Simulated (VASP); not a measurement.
HfAl3N:

```xyz
5
Lattice="4.4219 0.0000 0.0000 0.0000 4.4219 0.0000 0.0000 0.0000 4.4219" Properties=species:S:1:pos:R:3 pbc="T T T"
Hf    2.2109    2.2109    2.2109
Al    2.2109    0.0000    0.0000
Al    0.0000    2.2109    0.0000
Al    0.0000    0.0000    2.2109
N     0.0000    0.0000    0.0000
```

- Program: VASP 6.6.1
- Task: relaxation of cell and atoms
- Functional: PBE
- Potentials or basis: VASP PAW PBE potentials, release 64 (Hf_pv, Al, N)
- Cutoff: 600 eV
- k mesh: 4 × 4 × 4
- Occupations: gaussian, width 0.1 eV
- Spin: no spin polarisation

At the start: pressure -13.8 GPa; volume 17.29 Å³/atom.

Question: Where does the relaxation end?

Answer: Over 3 steps the energy falls by 133.1 meV/atom and the volume is 14.63 Å³/atom (-15.4 %); space group Pm-3m (No. 221, to 0.05 Å).

The path:
```
step  energy change (eV)  largest force (eV/Å)  pressure (GPa)  volume (Å³)
   1              0.0000                0.0000          -13.85        86.46
   2             -0.5753                0.0000            7.64        69.07
   3             -0.6656                0.0000           -0.13        73.13
```

Final structure:
```cif
data_structure
_symmetry_space_group_name_H-M 'P 1'
_symmetry_Int_Tables_number 1
_cell_length_a 4.1818
_cell_length_b 4.1818
_cell_length_c 4.1818
_cell_angle_alpha 90.000
_cell_angle_beta 90.000
_cell_angle_gamma 90.000
_cell_volume 73.13
loop_
_atom_site_label
_atom_site_type_symbol
_atom_site_fract_x
_atom_site_fract_y
_atom_site_fract_z
_atom_site_occupancy
Hf1 Hf 0.50000 0.50000 0.50000 1
Al1 Al 0.50000 0.00000 0.00000 1
Al2 Al 0.00000 0.50000 0.00000 1
Al3 Al 0.00000 0.00000 0.50000 1
N1 N 0.00000 0.00000 0.00000 1
```

Caveat: the volume moved by over 15 % at a fixed basis, so the end points are rough.
